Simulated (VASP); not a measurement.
# AlSn (P-6m2) in VASP: a series of runs

AlSn is run at these levels: PBE, RPBE; tasks: single point.

Program: VASP 6.6.1. These are calculated values, not measurements. Logs are shortened: lines on timing, memory, paths and dates and some standing lists are left out, and cuts for length are marked.

**1. The cell of the first run**

Symmetry: P-6m2, No. 187, hexagonal system. The conventional cell has a = 4.198 Å, b = 4.198 Å, c = 3.307 Å, α = 90.00°, β = 90.00°, γ = 120.00°. Within 3.9 Å of Al (site symmetry -6m2) lie 6 Sn at 2.93 Å and 2 Al at 3.31 Å. Within 3.9 Å of Sn (site symmetry -6m2) lie 6 Al at 2.93 Å and 2 Sn at 3.31 Å.

**2. Single point, PBE**

INCAR

```
  PREC = Accurate
  ENCUT = 520
  EDIFF = 1E-6
  ISMEAR = -1
  SIGMA = 0.05
  LREAL = F
  LASPH = T
  NELM = 100
  ALGO = Normal
  ISIF = 2
  LWAVE = F
  LCHARG = F
  GGA = PE
  NBANDS = 16
```

KPOINTS

```
regular mesh
0
Gamma
  8 8 9
```

POSCAR

```
AlSn
1.0
    4.1981056157      0.0000000000      0.0000000000
   -2.0990528078      3.6356661109      0.0000000000
    0.0000000000      0.0000000000      3.3068470000
Al Sn
1 1
Direct
    0.0000000000      0.0000000000      0.0000000000
    0.3333333333      0.6666666667      0.5000000000
```

Potentials or basis: VASP PAW PBE potentials, release 64 (Al, Sn_d).

Started as:

```
> cat potpaw_PBE.64/Al/POTCAR potpaw_PBE.64/Sn_d/POTCAR > POTCAR
> mpirun -np 1 vasp_std > vasp.out
```

OUTCAR:

```text
PREC = Accurate
   ENCUT = 520
   EDIFF = 1E-6
   ISMEAR = -1
   LREAL = F
   LASPH = T
   NELM = 100
   ISIF = 2
   GGA = PE

 ion  position               nearest neighbor table
   1  0.000  0.000  0.000-   2 2.93   2 2.93   2 2.93   2 2.93   2 2.93   2 2.93
   2  0.333  0.667  0.500-   1 2.93   1 2.93   1 2.93   1 2.93   1 2.93   1 2.93

  LATTYP: Found a hexagonal cell.
 ALAT       =     4.1981056157
 C/A-ratio  =     0.7876998110

  Lattice vectors:

 A1 = (   4.1981056157,   0.0000000000,   0.0000000000)
 A2 = (  -2.0990528078,   3.6356661109,   0.0000000000)
 A3 = (   0.0000000000,   0.0000000000,   3.3068470000)

Analysis of symmetry for initial positions (statically):
=====================================================================
 Subroutine PRICEL returns:
 Original cell was already a primitive cell.

 Routine SETGRP: Setting up the symmetry group for a
 hexagonal supercell.

 Subroutine GETGRP returns: Found 12 space group operations
 (whereof 12 operations were pure point group operations)
 out of a pool of 24 trial point group operations.

The static configuration has the point symmetry D_3h.

Analysis of symmetry for dynamics (positions and initial velocities):
=====================================================================
 Subroutine PRICEL returns:
 Original cell was already a primitive cell.

 Routine SETGRP: Setting up the symmetry group for a
 hexagonal supercell.

 Subroutine GETGRP returns: Found 12 space group operations
 (whereof 12 operations were pure point group operations)
 out of a pool of 24 trial point group operations.

The dynamic configuration has the point symmetry D_3h.

 Subroutine INISYM returns: Found 12 space group operations
 (whereof 12 operations are pure point group operations),
 and found     1 'primitive' translations

----------------------------------------------------------------------------------------

                                     Primitive cell

  volume of cell :      50.4721

  direct lattice vectors                    reciprocal lattice vectors
     4.198105616  0.000000000  0.000000000     0.238202678  0.137526380  0.000000000
    -2.099052808  3.635666111  0.000000000     0.000000000  0.275052760  0.000000000
     0.000000000  0.000000000  3.306847000     0.000000000  0.000000000  0.302402863

  length of vectors
     4.198105616  4.198105616  3.306847000     0.275052760  0.275052760  0.302402863

  position of ions in fractional coordinates (direct lattice)
     0.000000000  0.000000000  0.000000000
     0.333333333  0.666666667  0.500000000

  ion indices of the primitive-cell ions
   primitive index   ion index
                 1           1
                 2           2

----------------------------------------------------------------------------------------

 KPOINTS: regular mesh

Automatic generation of k-mesh.
 Grid dimensions read from file:
 generate k-points for:    8    8    9

 Generating k-lattice:

  Cartesian coordinates                     Fractional coordinates (reciprocal lattice)
     0.029775335  0.017190798  0.000000000     0.125000000  0.000000000  0.000000000
     0.000000000  0.034381595  0.000000000     0.000000000  0.125000000  0.000000000
     0.000000000  0.000000000  0.033600318     0.000000000  0.000000000  0.111111111

  Length of vectors
     0.034381595  0.034381595  0.033600318

  Shift w.r.t. Gamma in fractional coordinates (k-lattice)
     0.000000000  0.000000000  0.000000000

 Subroutine IBZKPT returns following result:
 ===========================================

 Found     50 irreducible k-points:

 Following reciprocal coordinates:
            Coordinates               Weight
  0.000000  0.000000  0.000000      1.000000
  0.125000  0.000000  0.000000      6.000000
  0.250000  0.000000  0.000000      6.000000
  0.375000  0.000000  0.000000      6.000000
  0.500000  0.000000  0.000000      3.000000
  0.125000  0.125000  0.000000      6.000000
[... 16 lines left out ...]
  0.250000  0.000000  0.222222     12.000000
  0.375000  0.000000  0.222222     12.000000
 [... further k-points ...]
   k-points           NKPTS =     50   k-points in BZ     NKDIM =     50   number of bands    NBANDS=     16
   number of dos      NEDOS =    301   number of ions     NIONS =      2
   total plane-waves  NPLWV =  28672
   dimension x,y,z NGX =    32 NGY =   32 NGZ =   28
   dimension x,y,z NGXF=    64 NGYF=   64 NGZF=   56
   ions per type =               1   1
   NGX,Y,Z   is equivalent  to a cutoff of  12.67, 12.67, 14.08 a.u.
   NGXF,Y,Z  is equivalent  to a cutoff of  25.34, 25.34, 28.15 a.u.
 SYSTEM =  unknown system
   PREC   = accura    normal or accurate (medium, high low for compatibility)
   ISTART =      0    job   : 0-new  1-cont  2-samecut
   ICHARG =      2    charge: 1-file 2-atom 10-const
   ISPIN  =      1    spin polarized calculation?
   LNONCOLLINEAR =      F non collinear calculations
   LSORBIT =      F    spin-orbit coupling
   LASPH  =      T    aspherical Exc in radial PAW
   ENCUT  =  520.0 eV  38.22 Ry    6.18 a.u.   7.81  7.81  6.15*2*pi/ulx,y,z
   NELM   =    100;   NELMIN=  2; NELMDL= -5     # of ELM steps
   EDIFF  = 0.1E-05   stopping-criterion for ELM
   LREAL  =      F    real-space projection
   EDIFFG = 0.1E-04   stopping-criterion for IOM
   NSW    =      0    number of steps for IOM
   IBRION =     -1    ionic relax: 0-MD 1-quasi-New 2-CG
   NFREE  =      0    steps in history (QN), initial steepest desc. (CG)
   ISIF   =      2    stress and relaxation
   ISYM   =      2    0-nonsym 1-usesym 2-fastsym
   POTIM  = 0.5000    time-step for ionic-motion
   TEBEG  =    0.0;   TEEND  =   0.0 temperature during run
   PSTRESS=    0.0 pullay stress
   NELECT =      17.0000    total number of electrons
   NUPDOWN=      -1.0000    fix difference up-down
   EMIN   =  10.00;   EMAX   =-10.00  energy-range for DOS
   EFERMI =   0.00;   METHOD = LEGACY
   ISMEAR =    -1;   SIGMA  =   0.05  broadening in eV -4-tet -1-fermi 0-gaus
   EFERMI_NEDOS =   21; number of points for ismear=-14 and -15
   IALGO  =     38    algorithm
   IMIX   =      4    mixing-type and parameters
     AMIX     =   0.40;   BMIX     =  1.00
     AMIX_MAG =   1.60;   BMIX_MAG =  1.00
  volume/ion in A,a.u.               =      25.24       170.30
  Fermi-wavevector in a.u.,A,eV,Ry     =   1.139044  2.152482 17.652500  1.297422
  Thomas-Fermi vector in A             =   2.275748
   LORBIT       =      0    0 simple, 1 ext, 2 COOP (PROOUT), +10 PAW based schemes
   GGA     = PE    functional components
   LHFCALC =     F    Hartree Fock is set to
   AEXX    =    0.0000 exact exchange contribution
   IVDW    =     0    specifies the selected vdW correction
   LEPSILON=     F    determine dielectric tensor
   LRPA    =     F    only Hartree local field effects (RPA)
 non-spin polarized calculation
  energy-cutoff  :      520.00
  volume of cell :       50.47
 maximum number of plane-waves:      1377
 NGX is ok and might be reduce to    32
   NGX = 15   NGY = 15   NGZ = 13

 number of electron      16.9999999 magnetization

 Free energy of the ion-electron system (eV)
  ---------------------------------------------------
  ext. energy  EPLUGINS =         0.00000000
  ---------------------------------------------------
  free energy    TOTEN  =        -7.18003061 eV

  energy without entropy =       -7.16950958  energy(sigma->0) =       -7.17477009

 E-fermi :   6.4612     XC(G=0):  -9.5655

 val. band max:        6.4477265909   @ k =   0.3750   0.1250   0.4444
 cond. band min:       6.5101033639   @ k =   0.2500   0.2500   0.2222
 fundamental gap:      0.0623767730
 Fermi energy:         6.4611662649

 k-point     1 :       0.0000    0.0000    0.0000
  band No.  band energies     occupation
      1     -14.9757      2.00000
      2     -14.8512      2.00000
      3     -14.8512      2.00000
      4     -14.8457      2.00000
      5     -14.8457      2.00000
      6      -4.0308      2.00000
[... 8 lines left out ...]
     15      17.9855      0.00000
     16      19.2269      0.00000

 k-point     2 :       0.1250    0.0000    0.0000
  band No.  band energies     occupation
      1     -14.9745      2.00000
      2     -14.8516      2.00000
      3     -14.8483      2.00000
      4     -14.8467      2.00000
      5     -14.8460      2.00000
      6      -3.8693      2.00000
[... 8 lines left out ...]
     15      16.7637      0.00000
     16      19.0146      0.00000

 k-point     3 :       0.2500    0.0000    0.0000
  band No.  band energies     occupation
      1     -14.9716      2.00000
      2     -14.8524      2.00000
      3     -14.8489      2.00000
      4     -14.8466      2.00000
      5     -14.8414      2.00000
      6      -3.3981      2.00000
[... 8 lines left out ...]
     15      15.7450      0.00000
     16      17.8167      0.00000

 k-point     4 :       0.3750    0.0000    0.0000
  band No.  band energies     occupation
      1     -14.9689      2.00000
      2     -14.8531      2.00000
      3     -14.8511      2.00000
      4     -14.8472      2.00000
      5     -14.8345      2.00000
      6      -2.6957      2.00000
[... 8 lines left out ...]
     15      15.7552      0.00000
     16      17.9737      0.00000
[... 324 lines left out ...]
 k-point    22 :       0.1250    0.0000    0.2222
  band No.  band energies     occupation
      1     -14.9013      2.00000
      2     -14.8739      2.00000
      3     -14.8728      2.00000
      4     -14.8480      2.00000
      5     -14.8450      2.00000
      6      -3.1773      2.00000
[... 8 lines left out ...]
     15      14.6802      0.00000
     16      16.1760      0.00000

 k-point    23 :       0.2500    0.0000    0.2222
  band No.  band energies     occupation
      1     -14.8982      2.00000
      2     -14.8772      2.00000
      3     -14.8736      2.00000
      4     -14.8484      2.00000
      5     -14.8383      2.00000
      6      -2.7075      2.00000
[... 8 lines left out ...]
     15      15.7223      0.00000
     16      16.8884      0.00000

 k-point    24 :       0.3750    0.0000    0.2222
  band No.  band energies     occupation
      1     -14.8955      2.00000
      2     -14.8804      2.00000
      3     -14.8744      2.00000
      4     -14.8486      2.00000
      5     -14.8316      2.00000
      6      -2.0093      2.00000
[... 8 lines left out ...]
     15      15.7311      0.00000
     16      18.2422      0.00000

 [... further k-points ...]
[... 5 lines left out ...]
  --------------------------------------------------------------------------------------
  -------------------------------------------------------------------------------------
  Total        0.2173972      0.2173972     -0.5213455      0.0000000     -0.0000000      0.0000000
  in kB        6.9010171      6.9010171    -16.5494942      0.0000000     -0.0000000      0.0000000
  external PRESSURE =      -0.9158200 kB  Pullay stress =       0.0000000 kB

 VOLUME and BASIS-vectors are now :
 -----------------------------------------------------------------------------
  energy-cutoff  :      520.00
  volume of cell :       50.47
      direct lattice vectors                 reciprocal lattice vectors
     4.198105616  0.000000000  0.000000000     0.238202678  0.137526380  0.000000000
    -2.099052808  3.635666111  0.000000000     0.000000000  0.275052760  0.000000000
     0.000000000  0.000000000  3.306847000     0.000000000  0.000000000  0.302402863

 POSITION                                       TOTAL-FORCE (eV/Angst)
 -----------------------------------------------------------------------------------
      0.00000      0.00000      0.00000         0.000000      0.000000      0.000000
     -0.00000      2.42378      1.65342        -0.000000      0.000000      0.000000
 -----------------------------------------------------------------------------------
    total drift:                                0.000000     -0.000000     -0.000000

  FREE ENERGIE OF THE ION-ELECTRON SYSTEM (eV)
  ---------------------------------------------------
  free  energy   TOTEN  =        -7.1800306079 eV

  energy  without entropy=       -7.1695095772  energy(sigma->0) =       -7.17477009
```

Wall time 48 s (1 thread of AMD EPYC 7R13, shared host); peak memory 0.16 GiB.

Results:

* Free energy: -7.1800 eV
* Pressure: -0.1 GPa

Stress tensor (GPa, compression positive):
```
 0.69  0.00  0.00
 0.00  0.69  0.00
 0.00  0.00 -1.65
```

Caveat: spin-orbit coupling is left out, which moves the levels of the heavy elements.

**3. Single point, RPBE**

INCAR

```
SYSTEM = AlSn
ALGO = Normal ; EDIFF = 1E-6
ENCUT = 520 ; GGA = RP
ISIF = 2 ; ISMEAR = -1
ISYM = 0 ; LASPH = .TRUE.
LCHARG = .FALSE. ; LREAL = .FALSE.
LWAVE = .FALSE. ; NBANDS = 16
NELM = 80 ; PREC = Accurate
SIGMA = 0.05
```

KPOINTS

```
Automatic mesh
0
Gamma
  8 8 9
  0.5 0.5 0.5
```

POSCAR is that of step 2.

Potentials or basis: VASP PAW PBE potentials, release 64 (Al, Sn_d).

Started as:

```
> cat potpaw_PBE.64/Al/POTCAR potpaw_PBE.64/Sn_d/POTCAR > POTCAR
> mpirun -np 1 vasp_std > vasp.out
```

Wall time 13 min (1 thread of AMD EPYC 7R13, shared host); peak memory 0.7 GiB.

Results (log left out):

```
Free energy : -6.5982 eV
Pressure    : 1.2 GPa
```

Stress tensor (GPa, compression positive):
```
1.67 0.00 0.00
0.00 1.67 0.00
0.00 0.00 0.16
```

Levels at points of the mesh, in eV from the Fermi level:
```csv
k point,band 4,band 5,band 6,band 7,band 8,band 9,band 10,band 11,band 12,band 13
"(0.06, 0.06, 0.06)",-21.32,-21.32,-10.27,-1.57,-0.52,1.73,2.23,3.01,3.81,6.04
```

Caveat: the PAW data sets were made with another functional, which shifts forces and pressure a little; spin-orbit coupling is left out, which moves the levels of the heavy elements.
